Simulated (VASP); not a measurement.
Crystal: Ru.

```
CELL_PARAMETERS angstrom
-1.50500 1.50500 1.50500
1.50500 -1.50500 1.50500
1.50500 1.50500 -1.50500
ATOMIC_POSITIONS crystal
Ru 0.00000 0.00000 0.00000
```

This isn't the form of Ru at room conditions, which is hcp.

| Quantity | Value |
| --- | --- |
| Program | VASP 6.6.1 |
| Task | relaxation of cell and atoms |
| Functional | PBE |
| Potentials or basis | VASP PAW PBE potentials, release 64 (Ru_pv) |
| Cutoff | 500 eV |
| k mesh | 19 × 19 × 19 |
| Occupations | fermi-dirac, width 0.05 eV |
| Spin | no spin polarisation |

At the start: pressure 13.3 GPa; volume 13.64 Å³/atom.

Problem. Where does the relaxation end?

Solution. Over 4 steps the energy falls by 23.6 meV/atom and the volume is 14.23 Å³/atom (+4.4 %); space group Im-3m (No. 229, to 0.1 Å) before and after.

The path:
```csv
step,energy change (eV),largest force (eV/Å),pressure (GPa),volume (Å³)
1,0.0000,0.0000,13.29,13.64
2,0.1286,0.0000,-24.65,15.99
3,-0.0236,0.0000,-0.55,14.26
4,-0.0236,0.0000,-0.04,14.23
```

Final structure:
```
CELL_PARAMETERS angstrom
-1.52662 1.52662 1.52662
1.52662 -1.52662 1.52662
1.52662 1.52662 -1.52662
ATOMIC_POSITIONS crystal
Ru 0.00000 0.00000 0.00000
```
